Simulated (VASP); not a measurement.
Wanted: the native input for a VASP 6.6.1 run.

- Task: single point
- Functional: PBE
- Dispersion: D3(BJ)
- Potentials or basis: VASP PAW PBE potentials, release 64 (Li_sv)
- Cutoff: 520 eV
- k mesh: 18 × 18 × 6
- Occupations: gaussian, width 0.1 eV
- Spin: no spin polarisation
- Dipole correction: no
- Further INCAR settings: ALGO = Normal; EDIFF = 1e-06; NBANDS = 14

The structure of Li lies in POSCAR:

```
Li
1.0
    2.8898175560      0.0000000000      0.0000000000
   -1.4449087780      2.5026554158      0.0000000000
    0.0000000000      0.0000000000      9.4900439315
Li
4
Direct
    0.0000000000      0.0000000000      0.0000000000
    0.3333333333      0.6666666667      0.2500000000
    0.0000000000      0.0000000000      0.5000000000
    0.6666666667      0.3333333333      0.7500000000
```

This isn't the form of Li at room conditions, which is bcc.

One way to write it, as run:

INCAR

```
SYSTEM = Li
  PREC = Accurate
  ENCUT = 520
  EDIFF = 1E-6
  ISMEAR = 0
  SIGMA = 0.1
  LREAL = .False.
  LASPH = .True.
  NELM = 80
  ALGO = Normal
  ISIF = 2
  LWAVE = .False.
  LCHARG = .False.
  GGA = PE
  IVDW = 12
  NBANDS = 14
```

KPOINTS

```
regular mesh
0
Gamma
  18 18 6
  0 0 0
```

Potentials or basis: VASP PAW PBE potentials, release 64 (Li_sv).

Launch:

```sh
$ cat potpaw_PBE.64/Li_sv/POTCAR > POTCAR
$ mpirun -np 1 vasp_std > vasp.out
```

It gave:

```yaml
Band_gap_on_the_k_mesh: zero (bands 6 and 7 overlap by 4.31 eV)
Dispersion_energy_per_atom: -0.200 eV
```

It took 3.3 min on 1 thread of Intel Xeon 8259CL, on a shared host, peak memory 0.26 GiB.
